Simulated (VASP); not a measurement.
# Al15GaAs15P (P1) in VASP: a series of runs

The runs below take Al15GaAs15P through single point, relaxation of volume and atoms at fixed shape, with PBEsol.

Everything below comes from runs of VASP 6.6.1. Logs are shortened: lines on timing, memory, paths and dates and some standing lists are left out, and cuts for length are marked.

### 1 The cell of the first run

The typed cell holds 64 atoms: a = 11.321 Å, b = 11.321 Å, c = 11.321 Å, α = 90.00°, β = 90.00°, γ = 90.00°.

### 2 Single point, PBEsol

Input file INCAR:

```
PREC = Accurate
ENCUT = 500
EDIFF = 1E-6
ISMEAR = -1
SIGMA = 0.05
LREAL = Auto
LASPH = True
NELM = 120
ALGO = Normal
ISIF = 2
LWAVE = False
LCHARG = True
GGA = PS
LELF = True
LVHAR = True
NBANDS = 176
ISYM = -1
GGA_COMPAT = False
```

Input file KPOINTS:

```
explicit points
1
Reciprocal
  0.25000000   0.25000000   0.25000000 1
```

Input file POSCAR:

```
Al15GaAs15P
1.0
   11.3211943428      0.0000000000      0.0000000000
    0.0000000000     11.3211943428      0.0000000000
    0.0000000000      0.0000000000     11.3211943428
Al Ga As P
30 2 30 2
Direct
    0.0002200000      0.0005640000      0.9997410000
    0.9994980000      0.9993890000      0.5001460000
    0.9998960000      0.4998320000      0.9992780000
    0.9969770000      0.4963700000      0.5035080000
    0.5002830000      0.9992700000      0.9997070000
    0.5008680000      0.0002730000      0.5005630000
    0.5032310000      0.5029170000      0.5033650000
    0.2499010000      0.2499710000      0.9993350000
    0.2500870000      0.2500720000      0.5003930000
    0.2504500000      0.7494300000      0.9999100000
    0.2496950000      0.7491200000      0.5002950000
    0.7498800000      0.2500880000      0.9995910000
    0.7532950000      0.2532930000      0.5035770000
    0.7504560000      0.7494260000      0.9993870000
    0.7468830000      0.7459900000      0.5035900000
    0.2504020000      0.9999050000      0.2503210000
    0.2501990000      0.9993470000      0.7499490000
    0.2504560000      0.4995980000      0.2510350000
    0.7501510000      0.9996080000      0.2514530000
    0.7503290000      0.9995800000      0.7501070000
    0.7505160000      0.4994990000      0.2506930000
    0.7498710000      0.4994650000      0.7442740000
    0.0002910000      0.2497680000      0.2503420000
    0.9963840000      0.2533740000      0.7465360000
    0.9996370000      0.7492130000      0.2511580000
    0.0001380000      0.7494090000      0.7502810000
    0.5007390000      0.2503800000      0.2509650000
    0.4996880000      0.2501270000      0.7503860000
    0.5000790000      0.7498960000      0.2503600000
    0.5039780000      0.7458190000      0.7467860000
    0.5011340000      0.5003110000      0.9998620000
    0.2505190000      0.4999350000      0.7507450000
    0.1255010000      0.1251350000      0.1253200000
    0.1240300000      0.1255370000      0.6254430000
    0.1250830000      0.6244780000      0.1254130000
    0.1243170000      0.6235220000      0.6251670000
    0.6253930000      0.1246680000      0.1254910000
    0.6262890000      0.1262450000      0.6255400000
    0.6258340000      0.6251050000      0.1257010000
    0.3755830000      0.3749390000      0.1247850000
    0.3757250000      0.3759380000      0.6250830000
    0.3753210000      0.8747210000      0.1251550000
    0.3763960000      0.8735300000      0.6252550000
    0.8752550000      0.3747420000      0.1249720000
    0.8752850000      0.8749560000      0.1253940000
    0.8742630000      0.8735090000      0.6249850000
    0.3754460000      0.1250960000      0.3755970000
    0.3752170000      0.1246140000      0.8750500000
    0.3762980000      0.6246830000      0.3763070000
    0.3764280000      0.6250500000      0.8743220000
    0.8749080000      0.1260770000      0.3764200000
    0.8753260000      0.1259960000      0.8740830000
    0.8746000000      0.6240400000      0.3775680000
    0.8739780000      0.6235050000      0.8732310000
    0.1242220000      0.3750230000      0.3763480000
    0.1241080000      0.3744570000      0.8737800000
    0.1251570000      0.8747650000      0.3753400000
    0.1251600000      0.8746600000      0.8753070000
    0.6260400000      0.3756950000      0.3773800000
    0.6259630000      0.3758290000      0.8734700000
    0.6255920000      0.8736170000      0.3766890000
    0.6250830000      0.8736750000      0.8741540000
    0.6262340000      0.6233170000      0.6255690000
    0.8739290000      0.3760000000      0.6255600000
```

Potentials or basis: VASP PAW PBE potentials, release 64 (Al, Ga_d, As, P).

Run with:

```
> cat potpaw_PBE.64/Al/POTCAR potpaw_PBE.64/Ga_d/POTCAR potpaw_PBE.64/As/POTCAR potpaw_PBE.64/P/POTCAR > POTCAR
> mpirun -np 1 vasp_std > vasp.out
```

OUTCAR:

```text
PREC = Accurate
   ENCUT = 500
   EDIFF = 1E-6
   ISMEAR = -1
   LREAL = Auto
   LASPH = True
   NELM = 120
   ISIF = 2
   GGA = PS
   ISYM = -1

 ion  position               nearest neighbor table
   1  0.000  0.001  1.000-  58 2.45  33 2.45  52 2.46  45 2.46
   2  0.999  0.999  0.500-  51 2.45  57 2.45  46 2.46  34 2.46
   3  1.000  0.500  0.999-  56 2.45  44 2.45  54 2.46  35 2.46
   4  0.997  0.496  0.504-  64 2.39  55 2.46  53 2.46  36 2.46
   5  0.500  0.999  1.000-  42 2.45  48 2.45  62 2.46  37 2.46
   6  0.501  0.000  0.501-  47 2.45  61 2.45  43 2.46  38 2.46
[... 56 lines left out ...]
  63  0.626  0.623  0.626-  15 2.39   7 2.39  30 2.39  22 2.39
  64  0.874  0.376  0.626-  13 2.39   4 2.39  24 2.39  22 2.39

IMPORTANT INFORMATION: All symmetrisations will be switched off!
NOSYMM: (Re-)initialisation of all symmetry stuff for point group C_1.

----------------------------------------------------------------------------------------

                                     Primitive cell

  volume of cell :    1451.0312

  direct lattice vectors                    reciprocal lattice vectors
    11.321194343  0.000000000  0.000000000     0.088329903  0.000000000  0.000000000
     0.000000000 11.321194343  0.000000000     0.000000000  0.088329903  0.000000000
     0.000000000  0.000000000 11.321194343     0.000000000  0.000000000  0.088329903

  length of vectors
    11.321194343 11.321194343 11.321194343     0.088329903  0.088329903  0.088329903

  position of ions in fractional coordinates (direct lattice)
     0.000220000  0.000564000  0.999741000
     0.999498000  0.999389000  0.500146000
     0.999896000  0.499832000  0.999278000
     0.996977000  0.496370000  0.503508000
     0.500283000  0.999270000  0.999707000
     0.500868000  0.000273000  0.500563000
[... 56 lines left out ...]
     0.626234000  0.623317000  0.625569000
     0.873929000  0.376000000  0.625560000

  ion indices of the primitive-cell ions
   primitive index   ion index
                 1           1
                 2           2
                 3           3
                 4           4
                 5           5
                 6           6
[... 56 lines left out ...]
                63          63
                64          64

----------------------------------------------------------------------------------------

 KPOINTS: explicit points

Read explicit list of k-points.

 Found      1 k-points:

 Following reciprocal coordinates:
            Coordinates               Weight
  0.250000  0.250000  0.250000      1.000000
   k-points           NKPTS =      1   k-points in BZ     NKDIM =      1   number of bands    NBANDS=    176
   number of dos      NEDOS =    301   number of ions     NIONS =     64
   total plane-waves  NPLWV = 592704
   dimension x,y,z NGX =    84 NGY =   84 NGZ =   84
   dimension x,y,z NGXF=   168 NGYF=  168 NGZF=  168
   ions per type =              30   2  30   2
   NGX,Y,Z   is equivalent  to a cutoff of  12.33, 12.33, 12.33 a.u.
   NGXF,Y,Z  is equivalent  to a cutoff of  24.67, 24.67, 24.67 a.u.
 SYSTEM =  unknown system
   PREC   = accura    normal or accurate (medium, high low for compatibility)
   ISTART =      0    job   : 0-new  1-cont  2-samecut
   ICHARG =      2    charge: 1-file 2-atom 10-const
   ISPIN  =      1    spin polarized calculation?
   LNONCOLLINEAR =      F non collinear calculations
   LSORBIT =      F    spin-orbit coupling
   LASPH  =      T    aspherical Exc in radial PAW
   ENCUT  =  500.0 eV  36.75 Ry    6.06 a.u.  20.64 20.64 20.64*2*pi/ulx,y,z
   NELM   =    120;   NELMIN=  2; NELMDL= -5     # of ELM steps
   EDIFF  = 0.1E-05   stopping-criterion for ELM
   LREAL  =      T    real-space projection
   EDIFFG = 0.1E-04   stopping-criterion for IOM
   NSW    =      0    number of steps for IOM
   IBRION =     -1    ionic relax: 0-MD 1-quasi-New 2-CG
   NFREE  =      0    steps in history (QN), initial steepest desc. (CG)
   ISIF   =      2    stress and relaxation
   ISYM   =     -1    0-nonsym 1-usesym 2-fastsym
   POTIM  = 0.5000    time-step for ionic-motion
   TEBEG  =    0.0;   TEEND  =   0.0 temperature during run
   PSTRESS=    0.0 pullay stress
   NELECT =     276.0000    total number of electrons
   NUPDOWN=      -1.0000    fix difference up-down
   EMIN   =  10.00;   EMAX   =-10.00  energy-range for DOS
   EFERMI =   0.00;   METHOD = LEGACY
   ISMEAR =    -1;   SIGMA  =   0.05  broadening in eV -4-tet -1-fermi 0-gaus
   EFERMI_NEDOS =   21; number of points for ismear=-14 and -15
   IALGO  =     38    algorithm
   IMIX   =      4    mixing-type and parameters
     AMIX     =   0.40;   BMIX     =  1.00
     AMIX_MAG =   1.60;   BMIX_MAG =  1.00
  volume/ion in A,a.u.               =      22.67       153.00
  Fermi-wavevector in a.u.,A,eV,Ry     =   0.941497  1.779171 12.060430  0.886417
  Thomas-Fermi vector in A             =   2.069014
   LORBIT       =      0    0 simple, 1 ext, 2 COOP (PROOUT), +10 PAW based schemes
   GGA     = PS    functional components
   LHFCALC =     F    Hartree Fock is set to
   AEXX    =    0.0000 exact exchange contribution
   IVDW    =     0    specifies the selected vdW correction
   LEPSILON=     F    determine dielectric tensor
   LRPA    =     F    only Hartree local field effects (RPA)
 non-spin polarized calculation
  energy-cutoff  :      500.00
  volume of cell :     1451.03
 maximum number of plane-waves:     36837
 NGX is ok and might be reduce to    84
   NGX = 41   NGY = 41   NGZ = 41

 number of electron     276.0000053 magnetization

 Free energy of the ion-electron system (eV)
  ---------------------------------------------------
  ext. energy  EPLUGINS =         0.00000000
  ---------------------------------------------------
  free energy    TOTEN  =      -321.87341517 eV

  energy without entropy =     -321.87341513  energy(sigma->0) =     -321.87341515

 E-fermi :   4.5840     XC(G=0):  -9.2164

 val. band max:        3.6365063262   @ k =   0.2500   0.2500   0.2500
 cond. band min:       5.5342630685   @ k =   0.2500   0.2500   0.2500
 fundamental gap:      1.8977567423
 Fermi energy:         4.5839702415

 k-point     1 :       0.2500    0.2500    0.2500
  band No.  band energies     occupation
      1     -10.5971      2.00000
      2     -10.5808      2.00000
      3     -10.5744      2.00000
      4     -10.5590      2.00000
      5     -10.5585      2.00000
      6     -10.5434      2.00000
[... 142 lines left out ...]
    149       6.5518      0.00000
    150       6.5835      0.00000
 [bands above 150 left out]

------------------------ aborting loop because EDIFF is reached ----------------------------------------

  FORCE on cell =-STRESS in cart. coord.  units (eV):
  Direction    XX          YY          ZZ          XY          YZ          ZX
  --------------------------------------------------------------------------------------
  -------------------------------------------------------------------------------------
  Total        2.4674679      2.4856898      2.5065264     -5.7800430     -5.7246474     -5.7778745
  in kB        2.7244908      2.7446109      2.7676179     -6.3821193     -6.3209534     -6.3797249
  external PRESSURE =       2.7455732 kB  Pullay stress =       0.0000000 kB

 VOLUME and BASIS-vectors are now :
 -----------------------------------------------------------------------------
  energy-cutoff  :      500.00
  volume of cell :     1451.03
      direct lattice vectors                 reciprocal lattice vectors
    11.321194343  0.000000000  0.000000000     0.088329903  0.000000000  0.000000000
     0.000000000 11.321194343  0.000000000     0.000000000  0.088329903  0.000000000
     0.000000000  0.000000000 11.321194343     0.000000000  0.000000000  0.088329903

 POSITION                                       TOTAL-FORCE (eV/Angst)
 -----------------------------------------------------------------------------------
      0.00249      0.00639     11.31826        -0.002678     -0.006988      0.003518
     11.31551     11.31428      5.66225        -0.005355     -0.003052     -0.003579
     11.32002      5.65870     11.31302        -0.011976     -0.011330     -0.000468
     11.28697      5.61950      5.70031        -0.019077     -0.014804      0.015153
      5.66380     11.31293     11.31788         0.003333     -0.000231     -0.003226
      5.67042      0.00309      5.66697         0.002871     -0.007669     -0.002886
[... 56 lines left out ...]
      7.08972      7.05669      7.08219         0.004847      0.010247     -0.012459
      9.89392      4.25677      7.08209         0.013144      0.001561     -0.009796
 -----------------------------------------------------------------------------------
    total drift:                                0.078563     -0.076819      0.077163

  FREE ENERGIE OF THE ION-ELECTRON SYSTEM (eV)
  ---------------------------------------------------
  free  energy   TOTEN  =      -321.8734151736 eV

  energy  without entropy=     -321.8734151286  energy(sigma->0) =     -321.87341515
```

It took 9.4 min on 1 thread of Intel Xeon Platinum 8488C (Sapphire Rapids), shared host; peak memory 1.1 GiB.

What came out:

```
Free energy            : -321.8734 eV
Pressure               : 0.3 GPa
Largest force          : 0.031 eV/Å
Band gap on the k mesh : 1.90 eV
```

Forces on the atoms (eV/Å):
```
Al  -0.003 -0.007  0.004
Al  -0.005 -0.003 -0.004
Al  -0.012 -0.011  0.000
Al  -0.019 -0.015  0.015
Al   0.003  0.000 -0.003
Al   0.003 -0.008 -0.003
Al   0.011  0.004  0.014
Al   0.000  0.006 -0.003
Al  -0.004  0.012  0.007
Al  -0.006  0.001  0.003
Al   0.008 -0.004 -0.005
Al  -0.004  0.006  0.002
Al   0.001  0.005 -0.002
Al  -0.002 -0.010  0.000
Al  -0.010 -0.008  0.011
Al  -0.007 -0.009 -0.003
Al  -0.003  0.007 -0.003
Al  -0.002  0.001  0.004
Al   0.005  0.004  0.000
Al  -0.009  0.003 -0.001
Al  -0.007 -0.005 -0.003
Al  -0.004  0.005 -0.018
Al  -0.016  0.005 -0.005
Al  -0.007  0.013 -0.009
Al  -0.001 -0.003 -0.001
Al  -0.011 -0.003 -0.002
Al   0.010  0.007  0.003
Al   0.004  0.011 -0.004
Al   0.001 -0.005  0.005
Al   0.004 -0.007 -0.016
Ga  -0.006  0.000 -0.006
Ga  -0.003 -0.001  0.002
As   0.005  0.003  0.003
As  -0.001  0.003  0.001
As   0.007  0.004  0.008
As   0.006 -0.010  0.013
As  -0.001 -0.004 -0.001
As   0.007 -0.001 -0.002
As   0.002  0.003 -0.007
As   0.003  0.008 -0.008
As   0.000  0.002  0.000
As   0.006 -0.001  0.008
As  -0.001  0.000  0.007
As   0.015 -0.006  0.006
As   0.008 -0.002  0.006
As  -0.001 -0.003 -0.002
As   0.008  0.002  0.002
As   0.000 -0.012  0.003
As  -0.005  0.002  0.002
As   0.020 -0.023  0.009
As   0.004 -0.002  0.005
As   0.002  0.008 -0.001
As  -0.007 -0.003  0.003
As   0.000  0.005 -0.005
As   0.004 -0.002  0.000
As   0.005  0.011 -0.016
As   0.005 -0.004  0.012
As   0.006 -0.006  0.000
As  -0.003  0.004  0.005
As  -0.010  0.008 -0.005
As  -0.008  0.006  0.003
As  -0.002  0.002 -0.006
P    0.005  0.010 -0.012
P    0.013  0.002 -0.010
```

Levels at points of the mesh, in eV from the valence-band top:
```csv
k point,band 134,band 135,band 136,band 137,band 138,band 139,band 140,band 141,band 142,band 143
"(0.25, 0.25, 0.25)",-0.37,-0.35,-0.32,-0.01,0.00,1.90,1.92,1.95,2.25,2.50
```

Caveat: the PAW data sets were made with another functional, which shifts forces and pressure a little; a shifted mesh leaves out Γ, where band edges can lie. A k mesh can miss the band edges.

[end of part 1 of 2]
